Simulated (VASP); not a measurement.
Wanted: the native input for a VASP 6.6.1 run.

- Task: single point
- Functional: PBE
- Potentials or basis: VASP PAW PBE potentials, release 64 (Ge_d, Se)
- Cutoff: 520 eV
- k mesh: 3 × 3 × 3
- Occupations: gaussian, width 0.1 eV
- Spin: no spin polarisation
- Dipole correction: no
- Further INCAR settings: ALGO = Normal; EDIFF = 1e-07; NBANDS = 65

The structure of Ge3Se2 lies in POSCAR:

```
Ge3Se2
1.0
    3.7553182421      2.1681339979      5.9729724073
   -3.7553182421      2.1681339979      5.9729724073
    0.0000000000     -4.3362679959      5.9729724072
Ge Se
6 4
Direct
   -0.0107071057      0.5107071057      0.7500000000
    0.7500000000     -0.0107071057      0.5107071057
    0.5107071057      0.7500000000     -0.0107071057
    1.0107071057      0.4892928943      0.2500000000
    0.2500000000      1.0107071057      0.4892928943
    0.4892928943      0.2500000000      1.0107071057
    0.8555141264      0.8555141264      0.8555141264
    0.6444858736      0.6444858736      0.6444858736
    0.1444858736      0.1444858736      0.1444858736
    0.3555141264      0.3555141264      0.3555141264
```

The input as run:

INCAR

```
SYSTEM = Ge3Se2
  PREC = Accurate
  ENCUT = 520
  EDIFF = 1E-7
  ISMEAR = 0
  SIGMA = 0.1
  LREAL = .FALSE.
  LASPH = .TRUE.
  NELM = 60
  ALGO = Normal
  ISIF = 2
  LWAVE = .FALSE.
  LCHARG = .FALSE.
  GGA = PE
  NBANDS = 65
```

KPOINTS

```
regular mesh
0
G
  3 3 3
  0 0 0
```

Potentials or basis: VASP PAW PBE potentials, release 64 (Ge_d, Se).

Run with:

```console
$ cat potpaw_PBE.64/Ge_d/POTCAR potpaw_PBE.64/Se/POTCAR > POTCAR
$ mpirun -np 1 vasp_std > vasp.out
```

It gave:

| Property | Result |
| --- | --- |
| Pressure | 0.1 GPa |
| Largest force | 0.043 eV/Å |
| Band gap on the k mesh | zero (band 54 reaches 3.34 eV, above the bottom of band 55 at 3.24 eV) |

Wall time 110 s on 1 thread of Intel(R) Xeon(R) 6975P-C (Granite Rapids), on a shared host, peak memory 0.46 GiB.
